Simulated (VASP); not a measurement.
**AlN: single point with PBE**

The system is AlN.

```
Al N
1.0
     3.09716    0.00000    0.00000
    -1.54858    2.68222    0.00000
     0.00000    0.00000   10.03394
Al N
4 4
Direct
  0.00000 0.00000 0.99873
  0.33333 0.66667 0.24984
  0.00000 0.00000 0.49873
  0.66667 0.33333 0.74984
  0.00000 0.00000 0.18821
  0.33333 0.66667 0.43822
  0.00000 0.00000 0.68821
  0.66667 0.33333 0.93822
```

```
Program             : VASP 6.6.1
Task                : single point
Functional          : PBE
Potentials or basis : VASP PAW PBE potentials, release 64 (Al, N)
Cutoff              : 520 eV
k mesh              : 12 × 12 × 4
Occupations         : gaussian, width 0.01 eV
Spin                : no spin polarisation
```

* Pressure: 4.4 GPa
* Largest force: 0.008 eV/Å
* Band gap on the k mesh: 4.04 eV (least direct gap 4.21 eV)

Forces in eV/Å, atoms in the order of the input:
```
Al   0.000  0.000  0.000
Al   0.000  0.000 -0.008
Al   0.000  0.000  0.000
Al   0.000  0.000 -0.008
N    0.000  0.000  0.002
N    0.000  0.000  0.006
N    0.000  0.000  0.002
N    0.000  0.000  0.006
```

Levels at points of the mesh, in eV from the valence-band top:
| k point | band 13 | band 14 | band 15 | band 16 | band 17 | band 18 | band 19 | band 20 |
| --- | --- | --- | --- | --- | --- | --- | --- | --- |
| (0.00, 0.00, 0.00) | -0.35 | -0.09 | -0.09 | 0.00 | 4.21 | 6.34 | 6.63 | 7.05 |
| (0.50, 0.00, 0.00) | -1.30 | -1.26 | -0.76 | -0.57 | 4.04 | 4.69 | 7.01 | 7.28 |
| (0.00, 0.00, 0.50) | -0.18 | -0.18 | -0.18 | -0.18 | 5.16 | 5.16 | 7.03 | 7.03 |
| (0.50, 0.00, 0.50) | -1.34 | -1.34 | -0.81 | -0.81 | 4.60 | 4.60 | 6.66 | 6.66 |

It took 3.2 min on 1 thread of Intel Xeon 8259CL, on a shared host, peak memory 0.25 GiB.

Caveat: the cell stands under pressure. A k mesh can miss the band edges.
